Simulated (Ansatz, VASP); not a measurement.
Si: VASP beside Ansatz

Contents of POSCAR:

```
Si
1.0
    0.0000000000      2.7227277380      2.7227277380
    2.7227277380      0.0000000000      2.7227277380
    2.7227277380      2.7227277380      0.0000000000
Si
2
Direct
    0.5000000000      0.5000000000      0.5000000000
    0.7500000000      0.7500000000      0.7500000000
```

File INCAR.step1:

```
PREC     = Accurate       # precision mode
ENCUT    = 520            # plane-wave cutoff, eV
ISMEAR   = -1             # smearing method
SIGMA    = 0.05           # smearing width, eV
LREAL    = False          # projectors in reciprocal space
LASPH    = True           # aspherical terms in the spheres
NELM     = 80             # most SCF steps
NBANDS   = 11             # bands
GGA      = PE             # functional
ALGO     = Normal         # electronic algorithm
EDIFF    = 1E-4           # SCF threshold, eV
LWAVE    = True           # write WAVECAR
LCHARG   = False          # write CHGCAR
```

INCAR.step2

```
PREC     = Accurate       # precision mode
ENCUT    = 520            # plane-wave cutoff, eV
EDIFF    = 1E-6           # SCF threshold, eV
ISMEAR   = -1             # smearing method
SIGMA    = 0.05           # smearing width, eV
LREAL    = False          # projectors in reciprocal space
LASPH    = True           # aspherical terms in the spheres
NELM     = 80             # most SCF steps
ALGO     = Normal         # electronic algorithm
ISIF     = 2              # what is computed and relaxed
LWAVE    = False          # write WAVECAR
LCHARG   = False          # write CHGCAR
METAGGA  = R2SCAN         # meta-GGA
LMIXTAU  = True         
NBANDS   = 11             # bands
ISTART   = 1
```

KPOINTS

```
Automatic mesh
0
Gamma
  11 11 11
```

Input for Ansatz:

```yaml
crystal:
  lattice:
    - [0.0, 2.722727738, 2.722727738]
    - [2.722727738, 0.0, 2.722727738]
    - [2.722727738, 2.722727738, 0.0]
  atoms:
    - { symbol: Si, position: [0.5, 0.5, 0.5] }
    - { symbol: Si, position: [0.75, 0.75, 0.75] }
hamiltonian:
  xc: r2scan
  pseudopotentials:
    kind: paw
    azcp:
      Si: "pseudopotentials/Si.paw.azcp"
basis:
  ecutwfc: 500
  fft_grid_basis: typed
kpoints:
  mp_grid: { grid: [11, 11, 11], shift: [0, 0, 0] }
magnetization:
  spin_polarized: false
scf:
  occupations: { method: fermi_dirac, width: 0.05 }
  lower_state_search: "off"
output:
  stress: true
  write_density: true
  write_potential: true
  elf: true
  volumetric_format: npy
```

Alike in both runs: task single point; functional r2SCAN; k mesh 11 × 11 × 11; occupations fermi-dirac, width 0.05 eV; no spin polarisation.

```csv
,VASP,Ansatz
version,VASP 6.6.1,Ansatz 0.2.0
potentials or method,"VASP PAW PBE potentials, release 64 (Si), cutoff 520 eV","plane waves (500 eV) with PAW, scalar-relativistic"
valence electrons in the cell,8,8
```

|  | VASP | Ansatz | Ansatz less VASP |
| --- | --- | --- | --- |
| pressure (GPa) | -0.3 | -0.1 | +0.24 |

VASP's potentials were made for PBE, not for r2SCAN. With one functional, cell and mesh, what is left measures potentials, basis and numerics.
